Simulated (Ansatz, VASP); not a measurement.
## BN in VASP and in Ansatz

```
B N
1.0
     3.60963    0.00000    0.00000
     0.00000   -3.60963    0.00000
     0.00000    0.00000   -3.60963
B N
4 4
Direct
  0.00000 0.00000 0.00000
  0.50000 0.50000 0.00000
  0.50000 0.00000 0.50000
  0.00000 0.50000 0.50000
  0.75000 0.74654 0.75000
  0.25000 0.25000 0.75000
  0.25000 0.75000 0.25000
  0.75000 0.25000 0.25000
```

Alike in both runs: task single point; functional r2SCAN; k mesh 6 × 6 × 6; occupations gaussian, width 0.05 eV; no spin polarisation.

|  | VASP | Ansatz |
| --- | --- | --- |
| version | VASP 6.6.1 | Ansatz 0.2.0 |
| potentials or method | VASP PAW PBE potentials, release 64 (B, N), cutoff 520 eV | scalar-relativistic, plane waves, PAW |
| valence electrons in the cell | 32 | 32 |

```csv
,VASP,Ansatz,Ansatz less VASP
gap on the k mesh at the Fermi level (eV),4.95,4.97,+0.021
least direct gap on the mesh (eV),4.95,4.97,+0.021
pressure (GPa),1.2,0.1,-1.11
rms of the force components (eV/Å),0.104,0.103,-0.0004
```

VASP's potentials were made for PBE, not for r2SCAN. Atom by atom the forces differ by 0.001 eV/Å (rms over components).
